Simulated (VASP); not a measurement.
# La2InO2 (I4/mmm) in VASP: single point with r2SCAN

Aim: the single point of La2InO2 with r2SCAN.

Everything below comes from runs of VASP 6.6.1. Logs are shortened: lines on timing, memory, paths and dates and some standing lists are left out, and cuts for length are marked.

**1. The cell of the first run**

It takes space group I4/mmm (No. 139, tetragonal). Conventional cell: a = 4.004 Å, b = 4.004 Å, c = 13.635 Å, α = 90.00°, β = 90.00°, γ = 90.00°. Within 3.1 Å of La (site symmetry 4mm) lie 4 O at 2.34 Å. Within 4.7 Å of In (site symmetry 4/mmm) lie 10 La at 3.58 to 4.63 Å and 8 O at 3.95 Å and 4 In at 4.00 Å. O (site symmetry -4m2) has 4 La at 2.34 Å and 4 O at 2.83 Å within 3.1 Å.

**2. Single point, r2SCAN**

Contents of POSCAR:

```
La2InO2
1.0
    0.0000000000      4.0043040000      0.0000000000
    4.0043040000      0.0000000000      0.0000000000
    2.0021520000      2.0021520000     -6.8174410000
La In O
2 1 2
Direct
    0.3392352546      0.3392352546      0.3215294908
    0.6607647454      0.6607647454      0.6784705092
    0.0000000000      0.0000000000      0.0000000000
    0.2500000000      0.7500000000      0.5000000000
    0.7500000000      0.2500000000      0.5000000000
```

Contents of INCAR.step1:

```
SYSTEM = La2InO2
PREC = Accurate ; ENCUT = 520
ISMEAR = -1 ; SIGMA = 0.1
LREAL = .FALSE. ; LASPH = .TRUE.
NELM = 60 ; NBANDS = 32
GGA = PE ; ALGO = Normal
EDIFF = 1E-4 ; LWAVE = .TRUE.
LCHARG = .FALSE.
```

Contents of INCAR.step2:

```
SYSTEM = La2InO2
PREC = Accurate ; ENCUT = 520
EDIFF = 1E-6 ; ISMEAR = -1
SIGMA = 0.1 ; LREAL = .FALSE.
LASPH = .TRUE. ; NELM = 60
ALGO = Normal ; ISIF = 2
LWAVE = .FALSE. ; LCHARG = .FALSE.
METAGGA = R2SCAN ; LMIXTAU = .TRUE.
NBANDS = 32 ; ISTART = 1
```

Contents of KPOINTS:

```
regular mesh
0
G
  7 7 7
  0 0 0
```

Potentials or basis: VASP PAW PBE potentials, release 64 (La, In_d, O).

Command:

```
cat potpaw_PBE.64/La/POTCAR potpaw_PBE.64/In_d/POTCAR potpaw_PBE.64/O/POTCAR > POTCAR
cp INCAR.step1 INCAR
mpirun -np 1 vasp_std > vasp.out
cp INCAR.step2 INCAR
mpirun -np 1 vasp_std > vasp.out
```

OUTCAR:

```text
SYSTEM = La2InO2
   PREC = Accurate
   ENCUT = 520
   EDIFF = 1E-6
   ISMEAR = -1
   LREAL = .FALSE.
   LASPH = .TRUE.
   NELM = 60
   ISIF = 2
   METAGGA = R2SCAN
   ISTART = 1

 ion  position               nearest neighbor table
   1  0.339  0.339  0.322-   4 2.34   5 2.34   4 2.34   5 2.34   3 3.58   3 3.58   3 3.58   3 3.58

   2  0.661  0.661  0.678-   4 2.34   5 2.34   4 2.34   5 2.34   3 3.58   3 3.58   3 3.58   3 3.58

   3  0.000  0.000  0.000-   2 3.58   2 3.58   2 3.58   1 3.58   2 3.58   1 3.58   1 3.58   1 3.58

   4  0.250  0.750  0.500-   1 2.34   1 2.34   2 2.34   2 2.34
   5  0.750  0.250  0.500-   1 2.34   1 2.34   2 2.34   2 2.34

  LATTYP: Found a body centered tetragonal cell.
 ALAT       =     4.0043040000
 C/A-ratio  =     3.4050566590

  Lattice vectors:

 A1 = (  -2.0021520000,   2.0021520000,   6.8174410000)
 A2 = (   2.0021520000,  -2.0021520000,   6.8174410000)
 A3 = (   2.0021520000,   2.0021520000,  -6.8174410000)

Analysis of symmetry for initial positions (statically):
=====================================================================
 Subroutine PRICEL returns:
 Original cell was already a primitive cell.

 Routine SETGRP: Setting up the symmetry group for a
 body centered tetragonal supercell.

 Subroutine GETGRP returns: Found 16 space group operations
 (whereof 16 operations were pure point group operations)
 out of a pool of 16 trial point group operations.

The static configuration has the point symmetry D_4h.

Analysis of symmetry for dynamics (positions and initial velocities):
=====================================================================
 Subroutine PRICEL returns:
 Original cell was already a primitive cell.

 Routine SETGRP: Setting up the symmetry group for a
 body centered tetragonal supercell.

 Subroutine GETGRP returns: Found 16 space group operations
 (whereof 16 operations were pure point group operations)
 out of a pool of 16 trial point group operations.

The dynamic configuration has the point symmetry D_4h.

 Subroutine INISYM returns: Found 16 space group operations
 (whereof 16 operations are pure point group operations),
 and found     1 'primitive' translations

----------------------------------------------------------------------------------------

                                     Primitive cell

  volume of cell :     109.3139

  direct lattice vectors                    reciprocal lattice vectors
     0.000000000  4.004304000  0.000000000     0.000000000  0.249731289  0.073341302
     4.004304000  0.000000000  0.000000000     0.249731289  0.000000000  0.073341302
     2.002152000  2.002152000 -6.817441000     0.000000000  0.000000000 -0.146682604

  length of vectors
     4.004304000  4.004304000  7.382054392     0.260278050  0.260278050  0.146682604

  position of ions in fractional coordinates (direct lattice)
     0.339235255  0.339235255  0.321529491
     0.660764745  0.660764745  0.678470509
     0.000000000  0.000000000  0.000000000
     0.250000000  0.750000000  0.500000000
     0.750000000  0.250000000  0.500000000

  ion indices of the primitive-cell ions
   primitive index   ion index
                 1           1
                 2           2
                 3           3
                 4           4
                 5           5

----------------------------------------------------------------------------------------

 KPOINTS: regular mesh

Automatic generation of k-mesh.
 Grid dimensions read from file:
 generate k-points for:    7    7    7

 Generating k-lattice:

  Cartesian coordinates                     Fractional coordinates (reciprocal lattice)
     0.000000000  0.035675898  0.010477329     0.142857143  0.000000000  0.000000000
     0.035675898  0.000000000  0.010477329     0.000000000  0.142857143  0.000000000
     0.000000000  0.000000000 -0.020954658     0.000000000  0.000000000  0.142857143

  Length of vectors
     0.037182579  0.037182579  0.020954658

  Shift w.r.t. Gamma in fractional coordinates (k-lattice)
     0.000000000  0.000000000  0.000000000

 Subroutine IBZKPT returns following result:
 ===========================================

 Found     40 irreducible k-points:

 Following reciprocal coordinates:
            Coordinates               Weight
  0.000000  0.000000  0.000000      1.000000
  0.142857  0.000000  0.000000      8.000000
  0.285714  0.000000 -0.000000      8.000000
  0.428571  0.000000 -0.000000      8.000000
  0.142857  0.142857  0.000000      8.000000
  0.285714  0.142857  0.000000     16.000000
[... 16 lines left out ...]
  0.285714  0.285714  0.142857      8.000000
  0.428571  0.285714  0.142857     16.000000
 [... further k-points ...]
   k-points           NKPTS =     40   k-points in BZ     NKDIM =     40   number of bands    NBANDS=     32
   number of dos      NEDOS =    301   number of ions     NIONS =      5
   total plane-waves  NPLWV =  50400
   dimension x,y,z NGX =    30 NGY =   30 NGZ =   56
   dimension x,y,z NGXF=    60 NGYF=   60 NGZF=  112
   ions per type =               2   1   2
   NGX,Y,Z   is equivalent  to a cutoff of  12.46, 12.46, 12.61 a.u.
   NGXF,Y,Z  is equivalent  to a cutoff of  24.91, 24.91, 25.22 a.u.
 SYSTEM =  La2InO2
   PREC   = accura    normal or accurate (medium, high low for compatibility)
   ISTART =      1    job   : 0-new  1-cont  2-samecut
   ICHARG =      0    charge: 1-file 2-atom 10-const
   ISPIN  =      1    spin polarized calculation?
   LNONCOLLINEAR =      F non collinear calculations
   LSORBIT =      F    spin-orbit coupling
   LASPH  =      T    aspherical Exc in radial PAW
   ENCUT  =  520.0 eV  38.22 Ry    6.18 a.u.   7.45  7.45 13.73*2*pi/ulx,y,z
   NELM   =     60;   NELMIN=  2; NELMDL=  0     # of ELM steps
   EDIFF  = 0.1E-05   stopping-criterion for ELM
   LREAL  =      F    real-space projection
[... 7 lines left out ...]
   TEBEG  =    0.0;   TEEND  =   0.0 temperature during run
   PSTRESS=    0.0 pullay stress
   NELECT =      47.0000    total number of electrons
   NUPDOWN=      -1.0000    fix difference up-down
   EMIN   =  10.00;   EMAX   =-10.00  energy-range for DOS
   EFERMI =   0.00;   METHOD = LEGACY
   ISMEAR =    -1;   SIGMA  =   0.10  broadening in eV -4-tet -1-fermi 0-gaus
   EFERMI_NEDOS =   21; number of points for ismear=-14 and -15
   IALGO  =     38    algorithm
   IMIX   =      4    mixing-type and parameters
     AMIX     =   0.40;   BMIX     =  1.00
     AMIX_MAG =   1.60;   BMIX_MAG =  1.00
  volume/ion in A,a.u.               =      21.86       147.54
  Fermi-wavevector in a.u.,A,eV,Ry     =   1.235613  2.334969 20.772535  1.526738
  Thomas-Fermi vector in A             =   2.370255
   LORBIT       =      0    0 simple, 1 ext, 2 COOP (PROOUT), +10 PAW based schemes
   METAGGA = R2SCAN    functional components
   LHFCALC =     F    Hartree Fock is set to
   AEXX    =    0.0000 exact exchange contribution
   IVDW    =     0    specifies the selected vdW correction
   LEPSILON=     F    determine dielectric tensor
   LRPA    =     F    only Hartree local field effects (RPA)
 non-spin polarized calculation
  energy-cutoff  :      520.00
  volume of cell :      109.31
 maximum number of plane-waves:      2978
 NGX is ok and might be reduce to    30
   NGX = 15   NGY = 15   NGZ = 27

 number of electron      46.9999993 magnetization

 Free energy of the ion-electron system (eV)
  ---------------------------------------------------
  ext. energy  EPLUGINS =         0.00000000
  ---------------------------------------------------
  free energy    TOTEN  =      -107.18493695 eV

  energy without entropy =     -107.04090933  energy(sigma->0) =     -107.11292314

 E-fermi :   7.5461     XC(G=0): -10.6284

 val. band max:        7.5358042962   @ k =   0.0000   0.0000   0.1429
 cond. band min:       7.5475533361   @ k =   0.4286   0.0000   0.1429
 fundamental gap:      0.0117490399
 Fermi energy:         7.5461047625

 k-point     1 :       0.0000    0.0000    0.0000
  band No.  band energies     occupation
      1     -25.8506      2.00000
      2     -25.5654      2.00000
      3     -13.3541      2.00000
      4     -12.1643      2.00000
      5      -9.3045      2.00000
      6      -9.3045      2.00000
[... 24 lines left out ...]
     31      10.8315      0.00000
     32      11.0310      0.00000

 k-point     2 :       0.1429    0.0000    0.0000
  band No.  band energies     occupation
      1     -25.8253      2.00000
      2     -25.5674      2.00000
      3     -13.3908      2.00000
      4     -12.4207      2.00000
      5      -9.2668      2.00000
      6      -9.0865      2.00000
[... 24 lines left out ...]
     31      10.8130      0.00000
     32      10.9966      0.00000

 k-point     3 :       0.2857    0.0000   -0.0000
  band No.  band energies     occupation
      1     -25.7599      2.00000
      2     -25.5801      2.00000
      3     -13.4655      2.00000
      4     -12.9116      2.00000
      5      -9.1673      2.00000
      6      -9.0189      2.00000
[... 24 lines left out ...]
     31      10.7726      0.00000
     32      10.9303      0.00000

 k-point     4 :       0.4286    0.0000   -0.0000
  band No.  band energies     occupation
      1     -25.6810      2.00000
      2     -25.6162      2.00000
      3     -13.4747      2.00000
      4     -13.3022      2.00000
      5      -9.0400      2.00000
      6      -8.9999      2.00000
[... 654 lines left out ...]
     31      10.8165      0.00000
     32      10.9750      0.00000

 k-point    23 :       0.2857    0.2857    0.1429
  band No.  band energies     occupation
      1     -25.6885      2.00000
      2     -25.5737      2.00000
      3     -13.6214      2.00000
      4     -13.3309      2.00000
      5      -9.4632      2.00000
      6      -9.1557      2.00000
[... 24 lines left out ...]
     31      10.8384      0.00000
     32      10.9298      0.00000

 k-point    24 :       0.4286    0.2857    0.1429
  band No.  band energies     occupation
      1     -25.6300      2.00000
      2     -25.5885      2.00000
      3     -13.6787      2.00000
      4     -13.5850      2.00000
      5      -9.3847      2.00000
      6      -9.2351      2.00000
[... 24 lines left out ...]
     31      10.8399      0.00000
     32      10.8797      0.00000

 [... further k-points ...]

------------------------ aborting loop because EDIFF is reached ----------------------------------------

  FORCE on cell =-STRESS in cart. coord.  units (eV):
  Direction    XX          YY          ZZ          XY          YZ          ZX
  --------------------------------------------------------------------------------------
  -------------------------------------------------------------------------------------
  Total        3.6666992      3.6666992      3.2749060      0.0000000     -0.0000000      0.0000000
  in kB       53.7415764     53.7415764     47.9991942      0.0000000     -0.0000000      0.0000000
  external PRESSURE =      51.8274490 kB  Pullay stress =       0.0000000 kB

 VOLUME and BASIS-vectors are now :
 -----------------------------------------------------------------------------
  energy-cutoff  :      520.00
  volume of cell :      109.31
      direct lattice vectors                 reciprocal lattice vectors
     0.000000000  4.004304000  0.000000000     0.000000000  0.249731289  0.073341302
     4.004304000  0.000000000  0.000000000     0.249731289  0.000000000  0.073341302
     2.002152000  2.002152000 -6.817441000     0.000000000  0.000000000 -0.146682604

 POSITION                                       TOTAL-FORCE (eV/Angst)
 -----------------------------------------------------------------------------------
      2.00215      2.00215     -2.19201        -0.000000     -0.000000     -0.041706
      4.00430      4.00430     -4.62543         0.000000      0.000000      0.041706
      0.00000      0.00000      0.00000        -0.000000      0.000000     -0.000000
      4.00430      2.00215     -3.40872         0.000000      0.000000     -0.000000
      2.00215      4.00430     -3.40872        -0.000000     -0.000000      0.000000
 -----------------------------------------------------------------------------------
    total drift:                                0.000000     -0.000000     -0.000000

  FREE ENERGIE OF THE ION-ELECTRON SYSTEM (eV)
  ---------------------------------------------------
  free  energy   TOTEN  =      -107.1849369547 eV

  energy  without entropy=     -107.0409093254  energy(sigma->0) =     -107.11292314
```

Wall time 7.2 min (1 thread of Intel Xeon Platinum 8488C (Sapphire Rapids), shared host); peak memory 0.33 GiB.

What came out:

```yaml
Free_energy: -107.1849 eV
Pressure: 5.2 GPa
Largest_force: 0.042 eV/Å
Band_gap_on_the_k_mesh: zero (an odd number of electrons rules out a gap without spin polarisation)
```

Forces in eV/Å, atoms in the order of the input:
```
La   0.000  0.000 -0.042
La   0.000  0.000  0.042
In   0.000  0.000  0.000
O    0.000  0.000  0.000
O    0.000  0.000  0.000
```

Caveat: the cell stands under pressure; the PAW data sets were made with another functional, which shifts forces and pressure a little; spin-orbit coupling is left out, which moves the levels of the heavy elements; an odd number of electrons without spin polarisation forces a metal; a magnetic or distorted state may lie lower.
